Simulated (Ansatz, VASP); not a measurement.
This is a calculation of Ga3Se for VASP 6.6.1.

File INCAR:

```
SYSTEM = Ga3Se
  PREC = Accurate
  ENCUT = 520
  EDIFF = 1E-6
  ISMEAR = -1
  SIGMA = 0.05
  LREAL = .False.
  LASPH = .True.
  NELM = 100
  ALGO = Normal
  ISIF = 2
  LWAVE = .False.
  LCHARG = .True.
  GGA = CA
  LELF = .True.
  LVHAR = .True.
  NBANDS = 30
```

KPOINTS

```
regular mesh
0
Gamma
  6 6 6
  0 0 0
```

POSCAR

```
Ga3Se
1.0
    4.3725594808      0.0000000000      0.0000000000
    0.0000000000      4.3725594808      0.0000000000
    0.0000000000      0.0000000000      4.3725594808
Se Ga
1 3
Direct
    0.0000000000      0.0000000000      0.0000000000
    0.5000000000      0.5000000000      0.0000000000
    0.5000000000      0.0000000000      0.5000000000
    0.0000000000      0.5000000000      0.5000000000
```

Potentials or basis: VASP PAW LDA potentials, release 64 (Se, Ga_d).

Command:

```console
$ cat potpaw_LDA.64/Se/POTCAR potpaw_LDA.64/Ga_d/POTCAR > POTCAR
$ mpirun -np 1 vasp_std > vasp.out
```

Q: Set up the same calculation for Ansatz 0.2.0. Potentials there: all-electron LAPW, scalar-relativistic.

A: As run (the cutoff follows the program's own potentials):

File input.yaml:

```yaml
crystal:
  lattice:
    - [4.3725594808, 0.0, 0.0]
    - [0.0, 4.3725594808, 0.0]
    - [0.0, 0.0, 4.3725594808]
  atoms:
    - { symbol: Se, position: [0.0, 0.0, 0.0] }
    - { symbol: Ga, position: [0.5, 0.5, 0.0] }
    - { symbol: Ga, position: [0.5, 0.0, 0.5] }
    - { symbol: Ga, position: [0.0, 0.5, 0.5] }
kpoints:
  mp_grid: { grid: [6, 6, 6] }
scf:
  occupations: { method: fermi_dirac, width: 0.05 }
hamiltonian:
  xc: lda
  pseudopotentials: { kind: all_electron, lapw: { basis_error: 0.002 } }
output:
  forces: true
  stress: true
  eigenvalues: true
```

Potentials or basis: all-electron LAPW, scalar-relativistic.

Launch:

```bash
$ ansatz run input.yaml --threads 2 --pin off --max-ram 8192MiB --backend cpu --events-out ev --progress --plain --runs-dir out
```

Both were run:

|  | VASP | Ansatz | Ansatz less VASP |
| --- | --- | --- | --- |
| gap on the k mesh at the Fermi level (eV) | none | none | - |
| pressure (GPa) | -3.4 | -3.6 | -0.16 |

LDA's correlation is that of Perdew and Zunger in VASP and of Perdew and Wang (1992) in Ansatz. A gap of «none» marks a metal or a gap that the smearing closes. Ansatz ran all-electron here, and VASP with PAW potentials.
